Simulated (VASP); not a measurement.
A run of VASP 6.6.1 is set up as follows.

Contents of INCAR:

```
SYSTEM = Pt
PREC = Accurate
ENCUT = 520
EDIFF = 1E-6
ISMEAR = 0
SIGMA = 0.1
LREAL = .False.
LASPH = .True.
NELM = 80
ALGO = Fast
ISIF = 2
LWAVE = .False.
LCHARG = .True.
GGA = PE
LELF = .True.
LVHAR = .True.
NBANDS = 50
```

KPOINTS

```
regular mesh
0
Gamma
  12 12 4
  0 0 0
```

The input POSCAR:

```
Pt
1.0
    2.7366074321      0.0000000000      0.0000000000
   -1.3683037160      2.3699715564      0.0000000000
    0.0000000000      0.0000000000     20.0504738061
Pt
8
Direct
    0.0000000000      0.0000000000      0.0655256145
    0.0000000000      0.0000000000      0.5655256145
    0.0000000000      0.0000000000      0.4344743855
    0.0000000000      0.0000000000      0.9344743855
    0.3333333333      0.6666666667      0.1845395045
    0.6666666667      0.3333333333      0.6845395045
    0.3333333333      0.6666666667      0.3154604955
    0.6666666667      0.3333333333      0.8154604955
```

Potentials or basis: VASP PAW PBE potentials, release 64 (Pt).

Launch:

```bash
$ cat potpaw_PBE.64/Pt/POTCAR > POTCAR
$ mpirun -np 1 vasp_std > vasp.out
```

Task: Estimate the band gap on the k mesh.

Result: Zero (bands 40 and 41 overlap by 1.80 eV).

Task: What does it give for the largest force?

Result: 0.007 eV/Å.

Task: What does it give for the pressure?

Result: -0.4 GPa.

Forces in eV/Å, atoms in the order of the input:
```
Pt   0.000  0.000 -0.007
Pt   0.000  0.000 -0.007
Pt   0.000  0.000  0.007
Pt   0.000  0.000  0.007
Pt   0.000  0.000  0.007
Pt   0.000  0.000  0.007
Pt   0.000  0.000 -0.007
Pt   0.000  0.000 -0.007
```

Caveat: spin-orbit coupling is left out, which moves the levels of the heavy elements.
